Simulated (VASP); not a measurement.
# Y (Im-3m) in VASP: a series of runs

Runs on Y. Level: r2SCAN. Tasks: single point.

Program: VASP 6.6.1. These are calculated values, not measurements. Logs are shortened: lines on timing, memory, paths and dates and some standing lists are left out, and cuts for length are marked.

## Step 1: The cell of the first run

Symmetry: Im-3m, No. 229, cubic system. The conventional cell has a = 4.177 Å, b = 4.177 Å, c = 4.177 Å, α = 90.00°, β = 90.00°, γ = 90.00°. Within 4.8 Å of Y (site symmetry m-3m) lie 14 Y at 3.62 to 4.18 Å.

## Step 2: Single point, r2SCAN (volume scaled by 1.08)

File POSCAR:

```
Y
1.0
   -2.0882516321      2.0882516321      2.0882516321
    2.0882516321     -2.0882516321      2.0882516321
    2.0882516321      2.0882516321     -2.0882516321
Y
1
Direct
    0.0000000000      0.0000000000      0.0000000000
```

File INCAR.step1:

```
PREC = Accurate
ENCUT = 520
ISMEAR = -1
SIGMA = 0.1
LREAL = F
LASPH = T
NELM = 60
NBANDS = 12
GGA = PE
ALGO = Normal
EDIFF = 1E-4
LWAVE = T
LCHARG = F
```

File INCAR.step2:

```
PREC = Accurate
ENCUT = 520
EDIFF = 1E-6
ISMEAR = -1
SIGMA = 0.1
LREAL = F
LASPH = T
NELM = 60
ALGO = Normal
ISIF = 2
LWAVE = F
LCHARG = F
METAGGA = R2SCAN
LMIXTAU = T
NBANDS = 12
ISTART = 1
```

File KPOINTS:

```
Automatic mesh
0
Gamma
  12 12 12
```

Potentials or basis: VASP PAW PBE potentials, release 64 (Y_sv).

The run is started by

```
$ cat potpaw_PBE.64/Y_sv/POTCAR > POTCAR
$ cp INCAR.step1 INCAR
$ mpirun -np 1 vasp_std > vasp.out
$ cp INCAR.step2 INCAR
$ mpirun -np 1 vasp_std > vasp.out
```

OUTCAR:

```text
PREC = Accurate
   ENCUT = 520
   EDIFF = 1E-6
   ISMEAR = -1
   LREAL = F
   LASPH = T
   NELM = 60
   ISIF = 2
   METAGGA = R2SCAN
   ISTART = 1

 ion  position               nearest neighbor table
   1  0.000  0.000  0.000-

  LATTYP: Found a body centered cubic cell.
 ALAT       =     4.1765032642

  Lattice vectors:

 A1 = (  -2.0882516321,   2.0882516321,   2.0882516321)
 A2 = (   2.0882516321,  -2.0882516321,   2.0882516321)
 A3 = (   2.0882516321,   2.0882516321,  -2.0882516321)

Analysis of symmetry for initial positions (statically):
=====================================================================
 Subroutine PRICEL returns:
 Original cell was already a primitive cell.

 Routine SETGRP: Setting up the symmetry group for a
 body centered cubic supercell.

 Subroutine GETGRP returns: Found 48 space group operations
 (whereof 48 operations were pure point group operations)
 out of a pool of 48 trial point group operations.

The static configuration has the point symmetry O_h .

Analysis of symmetry for dynamics (positions and initial velocities):
=====================================================================
 Subroutine PRICEL returns:
 Original cell was already a primitive cell.

 Routine SETGRP: Setting up the symmetry group for a
 body centered cubic supercell.

 Subroutine GETGRP returns: Found 48 space group operations
 (whereof 48 operations were pure point group operations)
 out of a pool of 48 trial point group operations.

The dynamic configuration has the point symmetry O_h .

 Subroutine INISYM returns: Found 48 space group operations
 (whereof 48 operations are pure point group operations),
 and found     1 'primitive' translations

----------------------------------------------------------------------------------------

                                     Primitive cell

  volume of cell :      36.4257

  direct lattice vectors                    reciprocal lattice vectors
    -2.088251632  2.088251632  2.088251632     0.000000000  0.239434746  0.239434746
     2.088251632 -2.088251632  2.088251632     0.239434746  0.000000000  0.239434746
     2.088251632  2.088251632 -2.088251632     0.239434746  0.239434746  0.000000000

  length of vectors
     3.616957926  3.616957926  3.616957926     0.338611866  0.338611866  0.338611866

  position of ions in fractional coordinates (direct lattice)
     0.000000000  0.000000000  0.000000000

  ion indices of the primitive-cell ions
   primitive index   ion index
                 1           1

----------------------------------------------------------------------------------------

 KPOINTS: Automatic mesh

Automatic generation of k-mesh.
 Grid dimensions read from file:
 generate k-points for:   12   12   12

 Generating k-lattice:

  Cartesian coordinates                     Fractional coordinates (reciprocal lattice)
     0.000000000  0.019952896  0.019952896     0.083333333  0.000000000  0.000000000
     0.019952896  0.000000000  0.019952896     0.000000000  0.083333333  0.000000000
     0.019952896  0.019952896  0.000000000     0.000000000  0.000000000  0.083333333

  Length of vectors
     0.028217655  0.028217655  0.028217655

  Shift w.r.t. Gamma in fractional coordinates (k-lattice)
     0.000000000  0.000000000  0.000000000

 Subroutine IBZKPT returns following result:
 ===========================================

 Found     72 irreducible k-points:

 Following reciprocal coordinates:
            Coordinates               Weight
  0.000000  0.000000  0.000000      1.000000
  0.083333  0.000000  0.000000     12.000000
  0.166667  0.000000  0.000000     12.000000
  0.250000  0.000000  0.000000     12.000000
  0.333333  0.000000  0.000000     12.000000
  0.416667  0.000000  0.000000     12.000000
[... 16 lines left out ...]
  0.333333  0.083333  0.083333     24.000000
  0.416667  0.083333  0.083333     12.000000
 [... further k-points ...]
   k-points           NKPTS =     72   k-points in BZ     NKDIM =     72   number of bands    NBANDS=     12
   number of dos      NEDOS =    301   number of ions     NIONS =      1
   total plane-waves  NPLWV =  21952
   dimension x,y,z NGX =    28 NGY =   28 NGZ =   28
   dimension x,y,z NGXF=    56 NGYF=   56 NGZF=   56
   ions per type =               1
   NGX,Y,Z   is equivalent  to a cutoff of  12.87, 12.87, 12.87 a.u.
   NGXF,Y,Z  is equivalent  to a cutoff of  25.74, 25.74, 25.74 a.u.
 SYSTEM =  unknown system
   PREC   = accura    normal or accurate (medium, high low for compatibility)
   ISTART =      1    job   : 0-new  1-cont  2-samecut
   ICHARG =      0    charge: 1-file 2-atom 10-const
   ISPIN  =      1    spin polarized calculation?
   LNONCOLLINEAR =      F non collinear calculations
   LSORBIT =      F    spin-orbit coupling
   LASPH  =      T    aspherical Exc in radial PAW
   ENCUT  =  520.0 eV  38.22 Ry    6.18 a.u.   6.73  6.73  6.73*2*pi/ulx,y,z
   NELM   =     60;   NELMIN=  2; NELMDL=  0     # of ELM steps
   EDIFF  = 0.1E-05   stopping-criterion for ELM
   LREAL  =      F    real-space projection
   EDIFFG = 0.1E-04   stopping-criterion for IOM
   NSW    =      0    number of steps for IOM
   IBRION =     -1    ionic relax: 0-MD 1-quasi-New 2-CG
   NFREE  =      0    steps in history (QN), initial steepest desc. (CG)
   ISIF   =      2    stress and relaxation
   ISYM   =      2    0-nonsym 1-usesym 2-fastsym
   POTIM  = 0.5000    time-step for ionic-motion
   TEBEG  =    0.0;   TEEND  =   0.0 temperature during run
   PSTRESS=    0.0 pullay stress
   NELECT =      11.0000    total number of electrons
   NUPDOWN=      -1.0000    fix difference up-down
   EMIN   =  10.00;   EMAX   =-10.00  energy-range for DOS
   EFERMI =   0.00;   METHOD = LEGACY
   ISMEAR =    -1;   SIGMA  =   0.10  broadening in eV -4-tet -1-fermi 0-gaus
   EFERMI_NEDOS =   21; number of points for ismear=-14 and -15
   IALGO  =     38    algorithm
   IMIX   =      4    mixing-type and parameters
     AMIX     =   0.40;   BMIX     =  1.00
     AMIX_MAG =   1.60;   BMIX_MAG =  1.00
  volume/ion in A,a.u.               =      36.43       245.81
  Fermi-wavevector in a.u.,A,eV,Ry     =   1.098339  2.075559 16.413356  1.206348
  Thomas-Fermi vector in A             =   2.234714
   LORBIT       =      0    0 simple, 1 ext, 2 COOP (PROOUT), +10 PAW based schemes
   METAGGA = R2SCAN    functional components
   LHFCALC =     F    Hartree Fock is set to
   AEXX    =    0.0000 exact exchange contribution
   IVDW    =     0    specifies the selected vdW correction
   LEPSILON=     F    determine dielectric tensor
   LRPA    =     F    only Hartree local field effects (RPA)
 non-spin polarized calculation
  energy-cutoff  :      520.00
  volume of cell :       36.43
 maximum number of plane-waves:       997
   NGX = 13   NGY = 13   NGZ = 13

 number of electron      11.0000001 magnetization

 Free energy of the ion-electron system (eV)
  ---------------------------------------------------
  ext. energy  EPLUGINS =         0.00000000
  ---------------------------------------------------
  free energy    TOTEN  =       -20.18805252 eV

  energy without entropy =      -20.11262592  energy(sigma->0) =      -20.15033922

 E-fermi :   2.6751     XC(G=0):  -9.6405

 val. band max:        2.6739253330   @ k =   0.3333   0.1667   0.0833
 cond. band min:       2.7079905225   @ k =   0.2500   0.1667   0.0833
 fundamental gap:      0.0340651895
 Fermi energy:         2.6751046905

 k-point     1 :       0.0000    0.0000    0.0000
  band No.  band energies     occupation
      1     -41.9890      2.00000
      2     -21.0778      2.00000
      3     -21.0778      2.00000
      4     -21.0778      2.00000
      5      -2.1829      2.00000
      6       4.5374      0.00000
      7       4.5374      0.00000
      8       4.5374      0.00000
      9       6.2083      0.00000
     10       6.2083      0.00000
     11      13.0034      0.00000
     12      13.0035      0.00000

 k-point     2 :       0.0833    0.0000    0.0000
  band No.  band energies     occupation
      1     -41.9860      2.00000
      2     -21.1057      2.00000
      3     -21.0865      2.00000
      4     -21.0779      2.00000
      5      -2.0151      2.00000
      6       4.4114      0.00000
      7       4.4671      0.00000
      8       4.6946      0.00000
      9       6.0332      0.00000
     10       6.2061      0.00000
     11      13.1446      0.00000
     12      13.3277      0.00000

 k-point     3 :       0.1667    0.0000    0.0000
  band No.  band energies     occupation
      1     -41.9777      2.00000
      2     -21.1810      2.00000
      3     -21.1102      2.00000
      4     -21.0783      2.00000
      5      -1.5348      2.00000
      6       4.0976      0.00000
      7       4.1461      0.00000
      8       5.1562      0.00000
      9       5.8412      0.00000
     10       6.2221      0.00000
     11      13.2916      0.00000
     12      13.9045      0.00000
[... 286 lines left out ...]
 k-point    23 :       0.3333    0.0833    0.0833
  band No.  band energies     occupation
      1     -41.9454      2.00000
      2     -21.4323      2.00000
      3     -21.2103      2.00000
      4     -21.1047      2.00000
      5       0.9289      2.00000
      6       2.8306      0.34881
      7       2.9961      0.07756
      8       6.3015      0.00000
      9       6.6824      0.00000
     10       8.1817      0.00000
     11      10.0985      0.00000
     12      11.3404      0.00000

 k-point    24 :       0.4167    0.0833    0.0833
  band No.  band energies     occupation
      1     -41.9427      2.00000
      2     -21.4496      2.00000
      3     -21.2232      2.00000
      4     -21.1054      2.00000
      5       1.1543      2.00000
      6       2.8593      0.27371
      7       2.9345      0.13911
      8       6.3008      0.00000
      9       6.7514      0.00000
     10       8.6179      0.00000
     11       9.5883      0.00000
     12      11.0708      0.00000

 [... further k-points ...]

------------------------ aborting loop because EDIFF is reached ----------------------------------------

  FORCE on cell =-STRESS in cart. coord.  units (eV):
  Direction    XX          YY          ZZ          XY          YZ          ZX
  --------------------------------------------------------------------------------------
  -------------------------------------------------------------------------------------
  Total       -0.5811132     -0.5811132     -0.5811132     -0.0000000     -0.0000000      0.0000000
  in kB      -25.5601184    -25.5601184    -25.5601184     -0.0000000     -0.0000000      0.0000000
  external PRESSURE =     -25.5601184 kB  Pullay stress =       0.0000000 kB

 VOLUME and BASIS-vectors are now :
 -----------------------------------------------------------------------------
  energy-cutoff  :      520.00
  volume of cell :       36.43
      direct lattice vectors                 reciprocal lattice vectors
    -2.088251632  2.088251632  2.088251632     0.000000000  0.239434746  0.239434746
     2.088251632 -2.088251632  2.088251632     0.239434746  0.000000000  0.239434746
     2.088251632  2.088251632 -2.088251632     0.239434746  0.239434746  0.000000000

 POSITION                                       TOTAL-FORCE (eV/Angst)
 -----------------------------------------------------------------------------------
      0.00000      0.00000      0.00000         0.000000      0.000000     -0.000000
 -----------------------------------------------------------------------------------
    total drift:                               -0.000000     -0.000000     -0.000000

  FREE ENERGIE OF THE ION-ELECTRON SYSTEM (eV)
  ---------------------------------------------------
  free  energy   TOTEN  =       -20.1880525248 eV

  energy  without entropy=      -20.1126259217  energy(sigma->0) =      -20.15033922
```

Wall time 2.5 min (1 thread of Intel Xeon Platinum 8259CL at 2.50GHz (Skylake/Cascade Lake), shared host); peak memory 0.2 GiB.

Results:

| Property | Result |
| --- | --- |
| Free energy | -20.1881 eV |
| Pressure | -2.6 GPa |

Levels at points of the mesh, in eV from the Fermi level:
| k point | band 1 | band 2 | band 3 | band 4 | band 5 | band 6 | band 7 | band 8 | band 9 | band 10 |
| --- | --- | --- | --- | --- | --- | --- | --- | --- | --- | --- |
| (0.00, 0.00, 0.00) | -44.66 | -23.75 | -23.75 | -23.75 | -4.86 | 1.86 | 1.86 | 1.86 | 3.53 | 3.53 |
| (0.50, 0.00, 0.00) | -44.62 | -24.15 | -23.88 | -23.75 | -1.85 | 0.33 | 0.43 | 3.48 | 4.05 | 5.56 |
| (0.50, 0.50, 0.50) | -44.59 | -24.03 | -24.03 | -24.03 | -1.30 | -1.30 | 5.09 | 5.09 | 5.09 | 5.11 |

Caveat: the PAW data sets were made with another functional, which shifts forces and pressure a little.

[end of part 1 of 2]
